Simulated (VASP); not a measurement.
# W (Fm-3m) in VASP: notebook

Runs on W. Level: PBE. Tasks: single point.

Everything below comes from runs of VASP 6.6.1. Logs are shortened: lines on timing, memory, paths and dates and some standing lists are left out, and cuts for length are marked.

**1. The cell of the first run**

The structure is cubic, space group Fm-3m (No. 225). Conventional cell: a = 4.037 Å, b = 4.037 Å, c = 4.037 Å, α = 90.00°, β = 90.00°, γ = 90.00°. Within 3.8 Å of W (site symmetry m-3m) lie 12 W at 2.85 Å.

This isn't the form of W at room conditions, which is bcc.

**2. Single point, PBE**

Contents of INCAR:

```
SYSTEM = W
  ALGO = Normal
  EDIFF = 1E-7
  ENCUT = 520
  GGA = PE
  ISIF = 2
  ISMEAR = 0
  ISYM = 0
  LASPH = .TRUE.
  LCHARG = .FALSE.
  LREAL = .FALSE.
  LWAVE = .FALSE.
  NBANDS = 13
  NELM = 100
  PREC = Accurate
  SIGMA = 0.1
```

Contents of KPOINTS:

```
k-points
0
G
  12 12 15
  0 0 0
```

Contents of POSCAR:

```
W
1.0
    2.8545944811      0.0000000000      0.0000000000
   -1.4272972405      2.4721513381      0.0000000000
    1.4272972405      0.8240504460      2.3307666337
W
1
Direct
    0.0000000000      0.0000000000      0.0000000000
```

Potentials or basis: VASP PAW PBE potentials, release 64 (W_sv).

On the command line:

```console
$ cat potpaw_PBE.64/W_sv/POTCAR > POTCAR
$ mpirun -np 1 vasp_std > vasp.out
```

OUTCAR:

```text
SYSTEM = W
   EDIFF = 1E-7
   ENCUT = 520
   GGA = PE
   ISIF = 2
   ISMEAR = 0
   ISYM = 0
   LASPH = .TRUE.
   LREAL = .FALSE.
   NELM = 100
   PREC = Accurate

 ion  position               nearest neighbor table
   1  0.000  0.000  0.000-

IMPORTANT INFORMATION: All symmetrisations will be switched off!
NOSYMM: (Re-)initialisation of all symmetry stuff for point group C_1.

----------------------------------------------------------------------------------------

                                     Primitive cell

  volume of cell :      16.4482

  direct lattice vectors                    reciprocal lattice vectors
     2.854594481  0.000000000  0.000000000     0.350312455  0.202252990 -0.286028922
    -1.427297240  2.472151338  0.000000000     0.000000000  0.404505980 -0.143014461
     1.427297240  0.824050446  2.330766634     0.000000000  0.000000000  0.429043382

  length of vectors
     2.854594481  2.854594481  2.854594481     0.495416625  0.429043382  0.429043382

  position of ions in fractional coordinates (direct lattice)
     0.000000000  0.000000000  0.000000000

  ion indices of the primitive-cell ions
   primitive index   ion index
                 1           1

----------------------------------------------------------------------------------------

 KPOINTS: k-points

Automatic generation of k-mesh.
 Grid dimensions read from file:
 generate k-points for:   12   12   15

 Generating k-lattice:

  Cartesian coordinates                     Fractional coordinates (reciprocal lattice)
     0.029192705  0.016854416 -0.023835743     0.083333333  0.000000000  0.000000000
     0.000000000  0.033708832 -0.011917872     0.000000000  0.083333333 -0.000000000
     0.000000000  0.000000000  0.028602892     0.000000000  0.000000000  0.066666667

  Length of vectors
     0.041284719  0.035753615  0.028602892

  Shift w.r.t. Gamma in fractional coordinates (k-lattice)
     0.000000000  0.000000000  0.000000000

 -----------------------------------------------------------------------------
|                                                                             |
|           W    W    AA    RRRRR   N    N  II  N    N   GGGG   !!!           |
|           W    W   A  A   R    R  NN   N  II  NN   N  G    G  !!!           |
|           W    W  A    A  R    R  N N  N  II  N N  N  G       !!!           |
|           W WW W  AAAAAA  RRRRR   N  N N  II  N  N N  G  GGG   !            |
|           WW  WW  A    A  R   R   N   NN  II  N   NN  G    G                |
|           W    W  A    A  R    R  N    N  II  N    N   GGGG   !!!           |
|                                                                             |
|     Your reciprocal lattice and k-lattice belong to different lattice       |
|     classes:                                                                |
|                                                                             |
|        The reciprocal lattice is body-centered cubic,                       |
|        whereas your k-lattice is base-centered monoclinic.                  |
|                                                                             |
|     Results are often still useful ...                                      |
|                                                                             |
 -----------------------------------------------------------------------------

 WARNING: IBZKPT: internal override: KBLOWUP is changed to .FALSE.
      ... skipping the blow-up phase ...

 Subroutine IBZKPT returns following result:
 ===========================================

 Found   1082 irreducible k-points:

 Following reciprocal coordinates:
            Coordinates               Weight
  0.000000  0.000000  0.000000      1.000000
  0.083333 -0.000000 -0.000000      2.000000
  0.166667 -0.000000 -0.000000      2.000000
  0.250000 -0.000000  0.000000      2.000000
  0.333333 -0.000000  0.000000      2.000000
  0.416667 -0.000000  0.000000      2.000000
[... 16 lines left out ...]
  0.250000  0.166667  0.000000      2.000000
  0.333333  0.166667  0.000000      2.000000
 [... further k-points ...]
   k-points           NKPTS =   1082   k-points in BZ     NKDIM =   1082   number of bands    NBANDS=     13
   number of dos      NEDOS =    301   number of ions     NIONS =      1
   total plane-waves  NPLWV =  13824
   dimension x,y,z NGX =    24 NGY =   24 NGZ =   24
   dimension x,y,z NGXF=    48 NGYF=   48 NGZF=   48
   ions per type =               1
   NGX,Y,Z   is equivalent  to a cutoff of  13.98, 13.98, 13.98 a.u.
   NGXF,Y,Z  is equivalent  to a cutoff of  27.95, 27.95, 27.95 a.u.
 SYSTEM =  W
   PREC   = accura    normal or accurate (medium, high low for compatibility)
   ISTART =      0    job   : 0-new  1-cont  2-samecut
   ICHARG =      2    charge: 1-file 2-atom 10-const
   ISPIN  =      1    spin polarized calculation?
   LNONCOLLINEAR =      F non collinear calculations
   LSORBIT =      F    spin-orbit coupling
   LASPH  =      T    aspherical Exc in radial PAW
   ENCUT  =  520.0 eV  38.22 Ry    6.18 a.u.   5.31  5.31  5.31*2*pi/ulx,y,z
   NELM   =    100;   NELMIN=  2; NELMDL= -5     # of ELM steps
   EDIFF  = 0.1E-06   stopping-criterion for ELM
   LREAL  =      F    real-space projection
   EDIFFG = 0.1E-05   stopping-criterion for IOM
   NSW    =      0    number of steps for IOM
   IBRION =     -1    ionic relax: 0-MD 1-quasi-New 2-CG
   NFREE  =      0    steps in history (QN), initial steepest desc. (CG)
   ISIF   =      2    stress and relaxation
   ISYM   =      0    0-nonsym 1-usesym 2-fastsym
   POTIM  = 0.5000    time-step for ionic-motion
   TEBEG  =    0.0;   TEEND  =   0.0 temperature during run
   PSTRESS=    0.0 pullay stress
   NELECT =      14.0000    total number of electrons
   NUPDOWN=      -1.0000    fix difference up-down
   EMIN   =  10.00;   EMAX   =-10.00  energy-range for DOS
   EFERMI =   0.00;   METHOD = LEGACY
   ISMEAR =     0;   SIGMA  =   0.10  broadening in eV -4-tet -1-fermi 0-gaus
   EFERMI_NEDOS =   21; number of points for ismear=-14 and -15
   IALGO  =     38    algorithm
   IMIX   =      4    mixing-type and parameters
     AMIX     =   0.40;   BMIX     =  1.00
     AMIX_MAG =   1.60;   BMIX_MAG =  1.00
  volume/ion in A,a.u.               =      16.45       111.00
  Fermi-wavevector in a.u.,A,eV,Ry     =   1.551475  2.931862 32.750235  2.407074
  Thomas-Fermi vector in A             =   2.655989
   LORBIT       =      0    0 simple, 1 ext, 2 COOP (PROOUT), +10 PAW based schemes
   GGA     = PE    functional components
   LHFCALC =     F    Hartree Fock is set to
   AEXX    =    0.0000 exact exchange contribution
   IVDW    =     0    specifies the selected vdW correction
   LEPSILON=     F    determine dielectric tensor
   LRPA    =     F    only Hartree local field effects (RPA)
 non-spin polarized calculation
 Gauss-broadening in eV      SIGMA  =   0.10
  energy-cutoff  :      520.00
  volume of cell :       16.45
 maximum number of plane-waves:       459
 NGX is ok and might be reduce to    24
   NGX = 11   NGY = 11   NGZ = 11

 number of electron      14.0000002 magnetization

 Free energy of the ion-electron system (eV)
  ---------------------------------------------------
  ext. energy  EPLUGINS =         0.00000000
  ---------------------------------------------------
  free energy    TOTEN  =       -12.47456122 eV

  energy without entropy =      -12.46758442  energy(sigma->0) =      -12.47107282

 E-fermi :  10.4724     XC(G=0): -13.4216

 val. band max:       10.4720211314   @ k =   0.0000  -0.0833   0.1333
 cond. band min:      10.4744737885   @ k =  -0.4167   0.5000   0.1333
 fundamental gap:      0.0024526570
 Fermi energy:        10.4723877750

 k-point     1 :       0.0000    0.0000    0.0000
  band No.  band energies     occupation
      1     -63.2094      2.00000
      2     -26.8459      2.00000
      3     -26.8457      2.00000
      4     -26.8408      2.00000
      5       1.4772      2.00000
      6       9.9062      2.00000
      7       9.9068      2.00000
      8       9.9088      2.00000
      9      13.0239      0.00000
     10      13.0245      0.00000
     11      23.2405      0.00000
     12      28.4462      0.00000
     13      28.4504      0.00000

 k-point     2 :       0.0833   -0.0000   -0.0000
  band No.  band energies     occupation
      1     -63.2001      2.00000
      2     -26.9231      2.00000
      3     -26.8742      2.00000
      4     -26.8712      2.00000
      5       1.8804      2.00000
      6       9.5122      2.00000
      7      10.1498      1.99999
      8      10.1511      1.99999
      9      12.5363      0.00000
     10      13.1598      0.00000
     11      24.0518      0.00000
     12      27.7033      0.00000
     13      28.7318      0.00000

 k-point     3 :       0.1667   -0.0000   -0.0000
  band No.  band energies     occupation
      1     -63.1747      2.00000
      2     -27.1336      2.00000
      3     -26.9510      2.00000
      4     -26.9480      2.00000
      5       2.9923      2.00000
      6       8.5870      2.00000
      7      10.8698      0.00000
      8      10.8711      0.00000
      9      11.3749      0.00000
     10      13.5464      0.00000
     11      26.2032      0.00000
     12      27.2838      0.00000
     13      29.2843      0.00000
[... 305 lines left out ...]
 k-point    23 :       0.2500    0.1667    0.0000
  band No.  band energies     occupation
      1     -63.1005      2.00000
      2     -27.7099      2.00000
      3     -27.1996      2.00000
      4     -27.1267      2.00000
      5       5.7438      2.00000
      6       7.2280      2.00000
      7       9.5778      2.00000
      8      12.2330      0.00000
      9      15.0391      0.00000
     10      15.4787      0.00000
     11      23.1243      0.00000
     12      26.9859      0.00000
     13      27.2604      0.00000

 k-point    24 :       0.3333    0.1667    0.0000
  band No.  band energies     occupation
      1     -63.0783      2.00000
      2     -27.8001      2.00000
      3     -27.3330      2.00000
      4     -27.1912      2.00000
      5       5.7119      2.00000
      6       6.7213      2.00000
      7      10.7019      0.00117
      8      13.3839      0.00000
      9      15.8309      0.00000
     10      17.3506      0.00000
     11      20.6411      0.00000
     12      25.0895      0.00000
     13      26.0053      0.00000

 [... further k-points ...]

------------------------ aborting loop because EDIFF is reached ----------------------------------------

  FORCE on cell =-STRESS in cart. coord.  units (eV):
  Direction    XX          YY          ZZ          XY          YZ          ZX
  --------------------------------------------------------------------------------------
  -------------------------------------------------------------------------------------
  Total        0.0183845     -0.0045483      0.0271675      0.0198577     -0.0080272     -0.0139041
  in kB        1.7907868     -0.4430383      2.6463190      1.9342842     -0.7819103     -1.3543610
  external PRESSURE =       1.3313558 kB  Pullay stress =       0.0000000 kB

 VOLUME and BASIS-vectors are now :
 -----------------------------------------------------------------------------
  energy-cutoff  :      520.00
  volume of cell :       16.45
      direct lattice vectors                 reciprocal lattice vectors
     2.854594481  0.000000000  0.000000000     0.350312455  0.202252990 -0.286028922
    -1.427297240  2.472151338  0.000000000     0.000000000  0.404505980 -0.143014461
     1.427297240  0.824050446  2.330766634     0.000000000  0.000000000  0.429043382

 POSITION                                       TOTAL-FORCE (eV/Angst)
 -----------------------------------------------------------------------------------
      0.00000      0.00000      0.00000         0.000000      0.000000     -0.000000
 -----------------------------------------------------------------------------------
    total drift:                                0.000000      0.000000     -0.000000

  FREE ENERGIE OF THE ION-ELECTRON SYSTEM (eV)
  ---------------------------------------------------
  free  energy   TOTEN  =       -12.4745612174 eV

  energy  without entropy=      -12.4675844184  energy(sigma->0) =      -12.47107282
```

Wall time 71 s (1 thread of Intel Xeon 6975P-C (Granite Rapids), shared host); peak memory 0.32 GiB.

What came out:

```
Free energy            : -12.4746 eV
Pressure               : 0.1 GPa
Band gap on the k mesh : zero (bands 7 and 8 overlap by 3.58 eV)
```

Caveat: spin-orbit coupling is left out, which moves the levels of the heavy elements.

**3. Single point, PBE (16.14 Å³/atom)**

This run uses another cell than the first one, of 16.14 Å³/atom.

Contents of INCAR:

```
ALGO     = Normal         # electronic algorithm
EDIFF    = 1E-6           # SCF threshold, eV
ENCUT    = 520            # plane-wave cutoff, eV
GGA      = PE             # functional
ISIF     = 2              # what is computed and relaxed
ISMEAR   = -1             # smearing method
LASPH    = T              # aspherical terms in the spheres
LCHARG   = F              # write CHGCAR
LREAL    = F              # projectors in reciprocal space
LWAVE    = F              # write WAVECAR
NBANDS   = 13             # bands
NELM     = 100            # most SCF steps
PREC     = Accurate       # precision mode
SIGMA    = 0.15           # smearing width, eV
```

Contents of KPOINTS:

```
k-points
0
Gamma
  20 20 20
```

Contents of POSCAR:

```
W
1.0
    0.0000000000      2.0059045122      2.0059045122
    2.0059045122      0.0000000000      2.0059045122
    2.0059045122      2.0059045122      0.0000000000
W
1
Direct
    0.0000000000      0.0000000000      0.0000000000
```

Potentials or basis: VASP PAW PBE potentials, release 64 (W_sv).

On the command line:

```console
$ cat potpaw_PBE.64/W_sv/POTCAR > POTCAR
$ mpirun -np 1 vasp_std > vasp.out
```

OUTCAR:

```text
EDIFF = 1E-6
   ENCUT = 520
   GGA = PE
   ISIF = 2
   ISMEAR = -1
   LASPH = T
   LREAL = F
   NELM = 100
   PREC = Accurate

 ion  position               nearest neighbor table
   1  0.000  0.000  0.000-

  LATTYP: Found a face centered cubic cell.
 ALAT       =     4.0118090244

  Lattice vectors:

 A1 = (   0.0000000000,   2.0059045122,   2.0059045122)
 A2 = (   2.0059045122,   0.0000000000,   2.0059045122)
 A3 = (   2.0059045122,   2.0059045122,   0.0000000000)

[... 561 lines left out ...]
     13      30.9656      0.00000

 [... further k-points ...]

------------------------ aborting loop because EDIFF is reached ----------------------------------------

  FORCE on cell =-STRESS in cart. coord.  units (eV):
  Direction    XX          YY          ZZ          XY          YZ          ZX
  --------------------------------------------------------------------------------------
  -------------------------------------------------------------------------------------
  Total        0.6540007      0.6540007      0.6540007      0.0000000     -0.0000000      0.0000000
  in kB       64.9124548     64.9124548     64.9124548      0.0000000     -0.0000000      0.0000000
  external PRESSURE =      64.9124548 kB  Pullay stress =       0.0000000 kB

 VOLUME and BASIS-vectors are now :
 -----------------------------------------------------------------------------
  energy-cutoff  :      520.00
  volume of cell :       16.14
      direct lattice vectors                 reciprocal lattice vectors
     0.000000000  2.005904512  2.005904512    -0.249264109  0.249264109  0.249264109
     2.005904512  0.000000000  2.005904512     0.249264109 -0.249264109  0.249264109
     2.005904512  2.005904512  0.000000000     0.249264109  0.249264109 -0.249264109

 POSITION                                       TOTAL-FORCE (eV/Angst)
 -----------------------------------------------------------------------------------
      0.00000      0.00000      0.00000        -0.000000     -0.000000      0.000000
 -----------------------------------------------------------------------------------
    total drift:                               -0.000000      0.000000     -0.000000

  FREE ENERGIE OF THE ION-ELECTRON SYSTEM (eV)
  ---------------------------------------------------
  free  energy   TOTEN  =       -12.5088681354 eV

  energy  without entropy=      -12.4229994311  energy(sigma->0) =      -12.46593378
```

OSZICAR:

```text
N       E                     dE             d eps       ncg     rms          rms(c)
DAV:   1     0.849144447154E+02    0.84914E+02   -0.74968E+03  6685   0.122E+03
DAV:   2    -0.114699715101E+02   -0.96384E+02   -0.92777E+02  7441   0.317E+02
DAV:   3    -0.131036226735E+02   -0.16337E+01   -0.16255E+01  7451   0.397E+01
DAV:   4    -0.131106649434E+02   -0.70423E-02   -0.70420E-02  7511   0.287E+00
DAV:   5    -0.131107261763E+02   -0.61233E-04   -0.61234E-04  7366   0.252E-01    0.196E+01
DAV:   6    -0.126345193638E+02    0.47621E+00   -0.40577E-01  7116   0.845E+00    0.777E+00
DAV:   7    -0.125130292398E+02    0.12149E+00   -0.20353E-01  7416   0.564E+00    0.523E-01
DAV:   8    -0.125088978115E+02    0.41314E-02   -0.39780E-03  6781   0.818E-01    0.648E-02
DAV:   9    -0.125088681446E+02    0.29667E-04   -0.86750E-05  7911   0.108E-01    0.394E-02
DAV:  10    -0.125088675026E+02    0.64195E-06   -0.10896E-05  7066   0.434E-02    0.441E-03
DAV:  11    -0.125088681354E+02   -0.63280E-06   -0.15471E-07  4618   0.509E-03
   1 F= -.12508868E+02 E0= -.12465934E+02  d E =-.858687E-01
```

Run time: 34 s. Hardware: 1 thread of Intel Xeon 8259CL, shared host; peak memory 0.18 GiB.

Results:

| Property | Result |
| --- | --- |
| Free energy | -12.5089 eV |
| Pressure | 6.5 GPa |
| Band gap on the k mesh | zero (bands 7 and 8 overlap by 3.72 eV) |

Levels at points of the mesh, in eV from the Fermi level:
| k point | band 4 | band 5 | band 6 | band 7 | band 8 | band 9 | band 10 | band 11 |
| --- | --- | --- | --- | --- | --- | --- | --- | --- |
| (0.00, 0.00, 0.00) | -37.27 | -9.10 | -0.60 | -0.60 | -0.60 | 2.60 | 2.60 | 12.78 |
| (0.50, 0.00, 0.00) | -37.43 | -5.72 | -0.83 | -0.83 | 0.66 | 5.14 | 5.14 | 10.52 |
| (0.50, 0.50, 0.00) | -37.71 | -5.63 | -4.65 | 3.12 | 5.10 | 5.89 | 5.89 | 11.86 |

Caveat: the cell stands under pressure; spin-orbit coupling is left out, which moves the levels of the heavy elements.

**4. Single point, PBE**

Contents of INCAR:

```
SYSTEM = W
ALGO     = Fast           ! electronic algorithm
EDIFF    = 1E-6           ! SCF threshold, eV
ENCUT    = 520            ! plane-wave cutoff, eV
GGA      = PE             ! functional
ISIF     = 2              ! what is computed and relaxed
ISMEAR   = -1             ! smearing method
LASPH    = .True.         ! aspherical terms in the spheres
LCHARG   = .False.        ! write CHGCAR
LREAL    = .False.        ! projectors in reciprocal space
LWAVE    = .False.        ! write WAVECAR
NBANDS   = 13             ! bands
NELM     = 60             ! most SCF steps
PREC     = Accurate       ! precision mode
SIGMA    = 0.15           ! smearing width, eV
```

Contents of KPOINTS:

```
k-points
0
Gamma
  20 20 20
  0 0 0
```

Contents of POSCAR:

```
W
1.0
    0.0000000000      2.0194583322      2.0194583322
    2.0194583322      0.0000000000      2.0194583322
    2.0194583322      2.0194583322      0.0000000000
W
1
Direct
    0.0000000000      0.0000000000      0.0000000000
```

On the command line:

```console
$ cat potpaw_PBE.64/W_sv/POTCAR > POTCAR
$ mpirun -np 1 vasp_std > vasp.out
```

Run time: 40 s. Hardware: 1 thread of Intel Xeon 8259CL, shared host; peak memory 0.18 GiB.

The run converged. Its results:

```yaml
Free_energy: -12.5161 eV
Pressure: 0.4 GPa
Band_gap_on_the_k_mesh: zero (bands 7 and 8 overlap by 3.58 eV)
```

Levels at points of the mesh, in eV from the Fermi level:
| k point | band 5 | band 6 | band 7 | band 8 | band 9 | band 10 |
| --- | --- | --- | --- | --- | --- | --- |
| (0.00, 0.00, 0.00) | -9.00 | -0.58 | -0.58 | -0.58 | 2.53 | 2.53 |
| (0.50, 0.00, 0.00) | -5.61 | -0.80 | -0.80 | 0.59 | 4.99 | 4.99 |
| (0.50, 0.50, 0.00) | -5.49 | -4.52 | 3.00 | 4.96 | 5.72 | 5.72 |

Caveat: spin-orbit coupling is left out, which moves the levels of the heavy elements.

**5. The runs side by side**

| cell | k mesh | smearing | gap on the mesh (eV) | pressure (GPa) |
| --- | --- | --- | --- | --- |
| a = 2.855 Å, angles 90.0, 60.0, 120.0°, 1 atom | 12 × 12 × 15 | gaussian 0.1 eV | none | 0.1 |
| a = 2.837 Å, angles 60.0°, 1 atom | 20 × 20 × 20 | fermi-dirac 0.15 eV | none | 6.5 |
| a = 2.856 Å, angles 60.0°, 1 atom | 20 × 20 × 20 | fermi-dirac 0.15 eV | none | 0.4 |

Alike in all rows: task single point; level PBE; potentials or basis VASP PAW PBE potentials, release 64 (W_sv); no spin polarisation; cutoff (eV) 520.

Caveats: spin-orbit coupling is left out, which moves the levels of the heavy elements; the cell stands under pressure (at least some runs).

Absolute energies hang on the potentials; compare differences alone.
